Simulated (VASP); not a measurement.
Here is a VASP 6.6.1 calculation.

File INCAR:

```
ALGO = Normal ; EDIFF = 1E-6
ENCUT = 500 ; GGA = PE
GGA_COMPAT = F ; ISIF = 2
ISMEAR = 0 ; LASPH = T
LCHARG = F ; LREAL = F
LWAVE = F ; NBANDS = 15
NELM = 120 ; PREC = Accurate
SIGMA = 0.02
```

Contents of KPOINTS:

```
k-points
0
Gamma
  6 6 6
```

The input POSCAR:

```
RbCl
1.0
    0.0000000000      3.4148119152      3.4148119152
    3.4148119152      0.0000000000      3.4148119152
    3.4148119152      3.4148119152      0.0000000000
Rb Cl
1 1
Direct
    0.0000000000      0.0000000000      0.0000000000
    0.5000000000      0.5000000000      0.5000000000
```

Potentials or basis: VASP PAW PBE potentials, release 64 (Rb_sv, Cl).

Run with:

```console
$ cat potpaw_PBE.64/Rb_sv/POTCAR potpaw_PBE.64/Cl/POTCAR > POTCAR
$ mpirun -np 1 vasp_std > vasp.out
```

Question: What does it give for the pressure?

Answer: -0.7 GPa.

Question: Predict the band gap on the k mesh.

Answer: 4.66 eV, direct.
